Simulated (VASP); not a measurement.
Runs of VASP 6.6.1 on Al. The structure is that of space group P6_3/mmc (No. 194), or close to it. The cells are those of the table. This isn't the form of Al at room conditions, which is fcc.

```tsv
cell	gap on the mesh (eV)	pressure (GPa)
a = 2.801, b = 2.801, c = 9.193 Å, angles 90.0, 90.0, 120.0°, 4 atoms	none	0.1
a = 2.855, b = 2.855, c = 9.383 Å, angles 90.0, 90.0, 120.0°, 4 atoms	none	-4.6
a = 2.827, b = 2.827, c = 9.186 Å, angles 90.0, 90.0, 120.0°, 4 atoms	none	-1.5
a = 2.744, b = 2.744, c = 9.005 Å, angles 90.0, 90.0, 120.0°, 4 atoms	none	(c)
a = 2.829, b = 2.829, c = 9.284 Å, angles 90.0, 90.0, 120.0°, 4 atoms	none	-2.4
a = 2.714, b = 2.714, c = 8.908 Å, angles 90.0, 90.0, 120.0°, 4 atoms	none	10.5
a = 2.684, b = 2.684, c = 8.809 Å, angles 90.0, 90.0, 120.0°, 4 atoms	none	(a)
a = 2.773, b = 2.773, c = 9.100 Å, angles 90.0, 90.0, 120.0°, 4 atoms	none	3.0
a = 2.890, b = 2.890, c = 9.499 Å, angles 90.0, 90.0, 120.0°, 4 atoms	none	(b)
```

Alike in all rows: task single point; level PBEsol+D3(BJ); potentials or basis VASP PAW PBE potentials, release 64 (Al); no spin polarisation; k mesh 18 × 18 × 6; cutoff (eV) 520; smearing gaussian 0.1 eV.

**Question.** Fill in the values left out.

**Answer.** (a) 15.2; (b) -6.9; (c) 6.4.

Caveats: the PAW data sets were made with another functional, which shifts forces and pressure a little; the cell stands under pressure (at least some runs); the cell stands under tension (at least some runs).

A gap of «none» marks levels without a gap at the run's occupations.
